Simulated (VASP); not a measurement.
Set up this calculation in VASP 6.6.1, as the native input.

```yaml
Task: single point
Functional: PBEsol
Dispersion: D3(BJ)
Potentials_or_basis: VASP PAW PBE potentials, release 64 (C)
Cutoff: 520 eV
k_mesh: 15 × 15 × 15
Occupations: gaussian, width 0.05 eV
Spin: no spin polarisation
Dipole_correction: no
Further_INCAR_settings: ALGO = Normal; EDIFF = 1e-07; NBANDS = 11
```

The structure of C lies in POSCAR:

```
C
1.0
    1.2495711806      0.7214402575      3.3377940636
   -1.2495711806      0.7214402575      3.3377940636
    0.0000000000     -1.4428805149      3.3377940636
C
2
Direct
    0.1665836162      0.1665836162      0.1665836162
    0.8334163838      0.8334163838      0.8334163838
```

The input as run:

INCAR

```
PREC = Accurate
ENCUT = 520
EDIFF = 1E-7
ISMEAR = 0
SIGMA = 0.05
LREAL = F
LASPH = T
NELM = 100
ALGO = Normal
ISIF = 2
LWAVE = F
LCHARG = T
GGA = PS
IVDW = 12
LELF = T
LVHAR = T
NBANDS = 11
```

KPOINTS

```
Automatic mesh
0
Gamma
  15 15 15
```

Potentials or basis: VASP PAW PBE potentials, release 64 (C).

Command:

```console
$ cat potpaw_PBE.64/C/POTCAR > POTCAR
$ mpirun -np 1 vasp_std > vasp.out
```

It gave:

```json
{"Pressure": "-13.0 GPa", "Dispersion energy per atom": "-0.110 eV"}
```

Caveat: the stress differs along the axes, from -19 to -1 GPa; the PAW data sets were made with another functional, which shifts forces and pressure a little.

It took 45 s on 1 thread of Intel(R) Xeon(R) 6975P-C (Granite Rapids) (shared host), peak memory 0.2 GiB.
